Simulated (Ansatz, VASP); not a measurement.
Two plane-wave programs on Tl

```
Tl
1.0
    -1.95600    1.95600    1.95600
     1.95600   -1.95600    1.95600
     1.95600    1.95600   -1.95600
Tl
1
Direct
  0.00000 0.00000 0.00000
```

Alike in both runs: functional LDA; k mesh 6 × 6 × 6; occupations fermi-dirac, width 0.05 eV; no spin polarisation.

```csv
,VASP,Ansatz
version,VASP 6.6.1,Ansatz 0.2.0
potentials or method,"VASP PAW LDA potentials, release 64 (Tl_d)",Ansatz PAW
plane-wave cutoff (eV),520,420
valence electrons in the cell,13,13
task,single point,band structure
```

|  | VASP | Ansatz | Ansatz less VASP |
| --- | --- | --- | --- |
| gap on the k mesh at the Fermi level (eV) | none | none | - |
| pressure (GPa) | -3.0 | -3.0 | -0.03 |

LDA's correlation is that of Perdew and Zunger in VASP and of Perdew and Wang (1992) in Ansatz. A gap of «none» marks a metal or a gap that the smearing closes.

The k mesh is coarse, so the values compare programs but aren't converged. Spin-orbit coupling is off throughout.
